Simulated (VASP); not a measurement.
# C (Fmmm) in VASP: notebook, part 2 of 2

VASP 6.6.1. The steps go on from the part before.

## 6. Single point, PBE+D3(BJ) (8.22 Å³/atom)

This run uses another cell than the first one, of 8.22 Å³/atom.

INCAR

```
PREC = Accurate ; ENCUT = 520
EDIFF = 1E-6 ; ISMEAR = 0
SIGMA = 0.03 ; LREAL = False
LASPH = True ; NELM = 80
ALGO = Normal ; ISIF = 2
LWAVE = False ; LCHARG = False
GGA = PE ; IVDW = 12
NBANDS = 11
```

KPOINTS

```
regular mesh
0
Gamma
  18 18 18
```

POSCAR

```
C
1.0
    0.0000000000      1.9533802027      3.4065065797
    1.2359106871      0.0000000000      3.4065065797
    1.2359106871      1.9533802027      0.0000000000
C
2
Direct
    0.1666966007      0.8333033993      0.1666966007
    0.8333033993      0.1666966007      0.8333033993
```

Potentials or basis: VASP PAW PBE potentials, release 64 (C).

Launch:

```bash
$ cat potpaw_PBE.64/C/POTCAR > POTCAR
$ mpirun -np 1 vasp_std > vasp.out
```

OUTCAR:

```text
PREC = Accurate
   ENCUT = 520
   EDIFF = 1E-6
   ISMEAR = 0
   LREAL = False
   LASPH = True
   NELM = 80
   ISIF = 2
   GGA = PE
   IVDW = 12
 IVDW          = 12

 ion  position               nearest neighbor table
   1  0.167  0.833  0.167-   2 1.30   2 1.40   2 1.40
   2  0.833  0.167  0.833-   1 1.30   1 1.40   1 1.40

  LATTYP: Found a face centered orthorhombic cell.
 ALAT       =     2.4718213742
 B/A-ratio  =     1.5805189024
 C/A-ratio  =     2.7562724518

  Lattice vectors:

 A1 = (   0.0000000000,   1.9533802027,   3.4065065797)
 A2 = (   1.2359106871,   0.0000000000,   3.4065065797)
 A3 = (   1.2359106871,   1.9533802027,   0.0000000000)

Analysis of symmetry for initial positions (statically):
=====================================================================
 Subroutine PRICEL returns:
 Original cell was already a primitive cell.

 Routine SETGRP: Setting up the symmetry group for a
 face centered orthorhombic supercell.

 Subroutine GETGRP returns: Found  8 space group operations
 (whereof  8 operations were pure point group operations)
 out of a pool of  8 trial point group operations.

The static configuration has the point symmetry D_2h.

Analysis of symmetry for dynamics (positions and initial velocities):
=====================================================================
 Subroutine PRICEL returns:
 Original cell was already a primitive cell.

 Routine SETGRP: Setting up the symmetry group for a
 face centered orthorhombic supercell.

 Subroutine GETGRP returns: Found  8 space group operations
 (whereof  8 operations were pure point group operations)
 out of a pool of  8 trial point group operations.

The dynamic configuration has the point symmetry D_2h.

 Subroutine INISYM returns: Found  8 space group operations
 (whereof  8 operations are pure point group operations),
 and found     1 'primitive' translations

----------------------------------------------------------------------------------------

                                     Primitive cell

  volume of cell :      16.4480

  direct lattice vectors                    reciprocal lattice vectors
     0.000000000  1.953380203  3.406506580    -0.404559978  0.255966554  0.146777935
     1.235910687  0.000000000  3.406506580     0.404559978 -0.255966554  0.146777935
     1.235910687  1.953380203  0.000000000     0.404559978  0.255966554 -0.146777935

  length of vectors
     3.926828401  3.623777353  2.311529676     0.500730880  0.500730880  0.500730880

  position of ions in fractional coordinates (direct lattice)
     0.166696601  0.833303399  0.166696601
     0.833303399  0.166696601  0.833303399

  ion indices of the primitive-cell ions
   primitive index   ion index
                 1           1
                 2           2

----------------------------------------------------------------------------------------

 KPOINTS: regular mesh

Automatic generation of k-mesh.
 Grid dimensions read from file:
 generate k-points for:   18   18   18

 Generating k-lattice:

  Cartesian coordinates                     Fractional coordinates (reciprocal lattice)
    -0.022475554  0.014220364  0.008154330     0.055555556  0.000000000 -0.000000000
     0.022475554 -0.014220364  0.008154330     0.000000000  0.055555556  0.000000000
[... 39 lines left out ...]
 [... further k-points ...]
   k-points           NKPTS =    865   k-points in BZ     NKDIM =    865   number of bands    NBANDS=     11
   number of dos      NEDOS =    301   number of ions     NIONS =      2
   total plane-waves  NPLWV =  15120
   dimension x,y,z NGX =    30 NGY =   28 NGZ =   18
   dimension x,y,z NGXF=    60 NGYF=   56 NGZF=   36
   ions per type =               2
   NGX,Y,Z   is equivalent  to a cutoff of  12.70, 12.85, 12.95 a.u.
   NGXF,Y,Z  is equivalent  to a cutoff of  25.40, 25.69, 25.89 a.u.
 SYSTEM =  unknown system
   PREC   = accura    normal or accurate (medium, high low for compatibility)
   ISTART =      0    job   : 0-new  1-cont  2-samecut
   ICHARG =      2    charge: 1-file 2-atom 10-const
   ISPIN  =      1    spin polarized calculation?
   LNONCOLLINEAR =      F non collinear calculations
   LSORBIT =      F    spin-orbit coupling
   LASPH  =      T    aspherical Exc in radial PAW
   ENCUT  =  520.0 eV  38.22 Ry    6.18 a.u.   7.30  6.74  4.30*2*pi/ulx,y,z
   NELM   =     80;   NELMIN=  2; NELMDL= -5     # of ELM steps
   EDIFF  = 0.1E-05   stopping-criterion for ELM
   LREAL  =      F    real-space projection
   EDIFFG = 0.1E-04   stopping-criterion for IOM
   NSW    =      0    number of steps for IOM
   IBRION =     -1    ionic relax: 0-MD 1-quasi-New 2-CG
   NFREE  =      0    steps in history (QN), initial steepest desc. (CG)
   ISIF   =      2    stress and relaxation
   ISYM   =      2    0-nonsym 1-usesym 2-fastsym
   POTIM  = 0.5000    time-step for ionic-motion
   TEBEG  =    0.0;   TEEND  =   0.0 temperature during run
   PSTRESS=    0.0 pullay stress
   NELECT =       8.0000    total number of electrons
   NUPDOWN=      -1.0000    fix difference up-down
   EMIN   =  10.00;   EMAX   =-10.00  energy-range for DOS
   EFERMI =   0.00;   METHOD = LEGACY
   ISMEAR =     0;   SIGMA  =   0.03  broadening in eV -4-tet -1-fermi 0-gaus
   EFERMI_NEDOS =   21; number of points for ismear=-14 and -15
   IALGO  =     38    algorithm
   IMIX   =      4    mixing-type and parameters
     AMIX     =   0.40;   BMIX     =  1.00
     AMIX_MAG =   1.60;   BMIX_MAG =  1.00
  volume/ion in A,a.u.               =       8.22        55.50
  Fermi-wavevector in a.u.,A,eV,Ry     =   1.287460  2.432947 22.552386  1.657554
  Thomas-Fermi vector in A             =   2.419473
   LORBIT       =      0    0 simple, 1 ext, 2 COOP (PROOUT), +10 PAW based schemes
   GGA     = PE    functional components
   LHFCALC =     F    Hartree Fock is set to
   AEXX    =    0.0000 exact exchange contribution
   IVDW    =    12    specifies the selected vdW correction
   LEPSILON=     F    determine dielectric tensor
   LRPA    =     F    only Hartree local field effects (RPA)
 non-spin polarized calculation
 Gauss-broadening in eV      SIGMA  =   0.03
  energy-cutoff  :      520.00
  volume of cell :       16.45
 maximum number of plane-waves:       460
 NGX is ok and might be reduce to    30
   NGX = 15   NGY = 13   NGZ =  9

 number of electron       8.0000000 magnetization

 Free energy of the ion-electron system (eV)
  ---------------------------------------------------
  ext. energy  EPLUGINS =         0.00000000
  ---------------------------------------------------
  free energy    TOTEN  =       -17.90272703 eV

  energy without entropy =      -17.90272693  energy(sigma->0) =      -17.90272698

 E-fermi :   5.4381     XC(G=0): -10.4718

 val. band max:        5.3727812785   @ k =   0.5000  -0.1111   0.3889
 cond. band min:       5.5035024471   @ k =   0.0000   0.3333   0.3333
 fundamental gap:      0.1307211686
 Fermi energy:         5.4381279324

 k-point     1 :       0.0000    0.0000    0.0000
  band No.  band energies     occupation
      1     -15.3608      2.00000
      2      -2.2636      2.00000
      3       2.3254      2.00000
      4       2.5187      2.00000
      5       8.9976      0.00000
      6      13.5110      0.00000
      7      15.0998      0.00000
      8      18.2638      0.00000
      9      21.9010      0.00000
     10      30.0696      0.00000
     11      30.4914      0.00000
[... 309 lines left out ...]
 k-point    24 :      -0.2222    0.0556    0.0000
  band No.  band energies     occupation
      1     -13.4706      2.00000
      2      -3.3108      2.00000
      3      -0.2402      2.00000
      4       0.3231      2.00000
      5      11.5178      0.00000
      6      12.2033      0.00000
      7      15.5219      0.00000
      8      20.2397      0.00000
      9      24.2759      0.00000
     10      24.8904      0.00000
     11      30.7039      0.00000

 [... further k-points ...]

------------------------ aborting loop because EDIFF is reached ----------------------------------------

 Edisp (eV)   -0.28705

 E8    (eV) :    -0.0812

  FORCE on cell =-STRESS in cart. coord.  units (eV):
  Direction    XX          YY          ZZ          XY          YZ          ZX
  --------------------------------------------------------------------------------------
  -------------------------------------------------------------------------------------
  Total       1.92782    12.77170    -0.04071     0.00000     0.00000     0.00000
  in kB     187.78621  1244.07422    -3.96535     0.00000     0.00000     0.00000
  external pressure =      475.97 kB  Pullay stress =        0.00 kB

 VOLUME and BASIS-vectors are now :
 -----------------------------------------------------------------------------
  energy-cutoff  :      520.00
  volume of cell :       16.45
      direct lattice vectors                 reciprocal lattice vectors
     0.000000000  1.953380203  3.406506580    -0.404559978  0.255966554  0.146777935
     1.235910687  0.000000000  3.406506580     0.404559978 -0.255966554  0.146777935
     1.235910687  1.953380203  0.000000000     0.404559978  0.255966554 -0.146777935

 POSITION                                       TOTAL-FORCE (eV/Angst)
 -----------------------------------------------------------------------------------
      1.23591      0.65124      3.40651         0.000000      2.496354      0.000000
      1.23591      3.25552      3.40651         0.000000     -2.496354      0.000000
 -----------------------------------------------------------------------------------
    total drift:                                0.000000      0.000000     -0.000000

  FREE ENERGIE OF THE ION-ELECTRON SYSTEM (eV)
  ---------------------------------------------------
  free  energy   TOTEN  =       -18.1897745064 eV

  energy  without entropy=      -18.1897744052  energy(sigma->0) =      -18.18977446
```

stdout:

```text
POSCAR found type information on POSCAR C
 POSCAR found :  1 types and       2 ions
 scaLAPACK will be used
 LDA part: xc-table for (Slater+PW92), standard interpolation
 POSCAR, INCAR and KPOINTS ok, starting setup
 FFT: planning ... GRIDC
 FFT: planning ... GRID_SOFT
 FFT: planning ... GRID
 WAVECAR not read
 entering main loop
```

Wall time 2 min (1 thread of AMD EPYC 7R13 (Zen 3), shared host); peak memory 0.22 GiB.

Results:

```yaml
Free_energy: -18.1898 eV
Pressure: 47.6 GPa
Largest_force: 2.496 eV/Å
Dispersion_energy_per_atom: -0.144 eV
```

Forces in eV/Å, atoms in the order of the input:
```
C    0.000  2.496  0.000
C    0.000 -2.496  0.000
```

Stress tensor (GPa, compression positive):
```
 18.78   0.00   0.00
  0.00 124.41   0.00
  0.00   0.00  -0.40
```

Caveat: the stress differs along the axes, from -0 to 124 GPa; forces of over 1 eV/Å act on the atoms, so gaps and moduli don't describe the material at rest.

## 7. The runs side by side

```csv
cell,pressure (GPa),largest force (eV/Å)
"a = 3.886, b = 3.625, c = 2.239 Å, angles 79.1, 66.4, 34.5°, 2 atoms",77.7,5.21
"a = 3.856, b = 3.517, c = 2.318 Å, angles 79.8, 63.9, 36.3°, 2 atoms",56.1,1.28
"a = 3.834, b = 3.310, c = 2.508 Å, angles 81.2, 58.6, 40.3°, 2 atoms",28.7,1.65
"a = 3.894, b = 3.309, c = 2.601 Å, angles 81.5, 57.2, 41.3°, 2 atoms",9.2,0.99
"a = 3.927, b = 3.624, c = 2.312 Å, angles 79.5, 65.1, 35.4°, 2 atoms",47.6,2.50
```

Alike in all rows: task single point; level PBE+D3(BJ); potentials or basis VASP PAW PBE potentials, release 64 (C); no spin polarisation; k mesh 18 × 18 × 18; cutoff (eV) 520; smearing gaussian 0.03 eV.

Caveats: forces of over 1 eV/Å act on the atoms, so gaps and moduli don't describe the material at rest (at least some runs); the stress differs along the axes, from -1 to 206 GPa (at least some runs); the stress differs along the axes, from 1 to 112 GPa (at least some runs); the stress differs along the axes, from -35 to 116 GPa (at least some runs); the stress differs along the axes, from -79 to 100 GPa (at least some runs); the stress differs along the axes, from -0 to 124 GPa (at least some runs).

Absolute energies hang on the potentials; compare differences alone.
